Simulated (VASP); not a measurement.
Write the native input for VASP 6.6.1 that does the following.

- Task: single point
- Functional: LDA
- Potentials or basis: VASP PAW LDA potentials, release 64 (Hf_pv, Pb_d, O)
- Cutoff: 600 eV
- k mesh: 8 × 8 × 8
- Occupations: gaussian, width 0.05 eV
- Spin: no spin polarisation
- Dipole correction: no
- Further INCAR settings: ALGO = Normal; EDIFF = 1e-06; NBANDS = 29

The structure of HfPbO3 lies in POSCAR:

```
HfPbO3
1.0
    4.1554810000      0.2337458062      0.0000000000
    0.2337458062      4.1554810000      0.0000000000
    0.0000000000      0.0000000000      4.1554810000
Hf Pb O
1 1 3
Direct
    0.5000000000      0.5000000000      0.5000000000
    0.0000000000      0.0000000000      0.0000000000
    0.0000000000      0.5000000000      0.5000000000
    0.5000000000      0.0000000000      0.5000000000
    0.5000000000      0.5000000000      0.0000000000
```

This cell differs from its parent crystal: strain +0.1125 x Voigt [0, 0, 0, 0, 0, 1].

One way to write it, as run:

INCAR

```
SYSTEM = HfPbO3
PREC     = Accurate       ! precision mode
ENCUT    = 600            ! plane-wave cutoff, eV
EDIFF    = 1E-6           ! SCF threshold, eV
ISMEAR   = 0              ! smearing method
SIGMA    = 0.05           ! smearing width, eV
LREAL    = .False.        ! projectors in reciprocal space
LASPH    = .True.         ! aspherical terms in the spheres
NELM     = 120            ! most SCF steps
ALGO     = Normal         ! electronic algorithm
ISIF     = 2              ! what is computed and relaxed
LWAVE    = .False.        ! write WAVECAR
LCHARG   = .False.        ! write CHGCAR
GGA      = CA             ! functional
NBANDS   = 29             ! bands
GGA_COMPAT= .False.
```

KPOINTS

```
regular mesh
0
Gamma
  8 8 8
  0 0 0
```

Potentials or basis: VASP PAW LDA potentials, release 64 (Hf_pv, Pb_d, O).

Launch:

```console
$ cat potpaw_LDA.64/Hf_pv/POTCAR potpaw_LDA.64/Pb_d/POTCAR potpaw_LDA.64/O/POTCAR > POTCAR
$ mpirun -np 1 vasp_std > vasp.out
```

It gave:

```yaml
Pressure: -9.6 GPa
Band_gap_on_the_k_mesh: 1.70 eV (least direct gap 1.93 eV)
```

Caveat: the cell differs from its parent crystal (strain +0.1125 x Voigt [0, 0, 0, 0, 0, 1]); the cell stands under tension; spin-orbit coupling is left out, which moves the levels of the heavy elements.

Wall time 6.3 min on 1 thread of Oxide Virtual Turin-like Processor (shared host), peak memory 0.33 GiB.
